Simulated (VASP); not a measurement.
The system is Al4VN2.

```xyz
7
Lattice="2.8018 -0.0481 -0.0131 -1.4426 2.5598 -0.0013 -0.0538 -0.0373 11.8101" Properties=species:S:1:pos:R:3 pbc="T T T"
Al    1.3301    0.7941    2.4879
Al   -0.0873    1.7023    9.4038
Al   -0.0393    1.6787    4.6866
Al    1.3915    0.7419    6.9987
V     0.1144    0.0259    0.0140
N     1.2822    0.7911   10.4793
N    -0.0752    1.6889    1.3166
```

| Item | Value |
| --- | --- |
| Program | VASP 6.6.1 |
| Task | relaxation of cell and atoms |
| Functional | PBE |
| Potentials or basis | VASP PAW PBE potentials, release 64 (Al, V_sv, N) |
| Cutoff | 600 eV |
| k mesh | 12 × 12 × 2 |
| Occupations | gaussian, width 0.2 eV |
| Spin | no spin polarisation |

At the start: pressure 1.7 GPa; volume 11.98 Å³/atom.

Where does the relaxation end?

Over 15 steps the energy falls by 44.7 meV/atom and the volume is 12.07 Å³/atom (+0.7 %); space group P1 (No. 1, to 0.1 Å) before, Cm (No. 8, to 0.1 Å).

The path:
```
step  energy change (eV)  largest force (eV/Å)  pressure (GPa)  volume (Å³)
   1              0.0000                1.9587            1.73        83.88
   2             -0.2647                0.5074           -1.79        85.42
   3             -0.2657                0.5184           -1.94        85.53
   4             -0.2956                0.2540            1.26        83.87
   5             -0.2957                0.2571            1.07        83.96
   6             -0.3082                0.1056            0.15        84.46
   7             -0.3090                0.1444           -0.11        84.61
   8             -0.3112                0.0674           -0.06        84.57
   9             -0.3113                0.0936           -0.04        84.56
  10             -0.3120                0.0489            0.04        84.50
  11             -0.3123                0.0336            0.11        84.46
  12             -0.3123                0.0359            0.13        84.44
  13             -0.3126                0.0281           -0.12        84.58
  14             -0.3126                0.0296           -0.12        84.59
  15             -0.3127                0.0171            0.05        84.50
```

Final structure:
```
Al V N
1.0
     2.87371    0.00061   -0.00414
    -1.43643    2.48762    0.01288
    -0.01879    0.05119   11.81920
Al V N
4 1 2
Direct
  0.66354 0.33043 0.20464
  0.33489 0.67692 0.79543
  0.33575 0.66276 0.40309
  0.66969 0.31564 0.59678
  0.99881 0.00511 0.00005
  0.66678 0.34217 0.88630
  0.33055 0.66697 0.11371
```

Caveat: the run has no spin polarisation, though such a crystal can be magnetic.
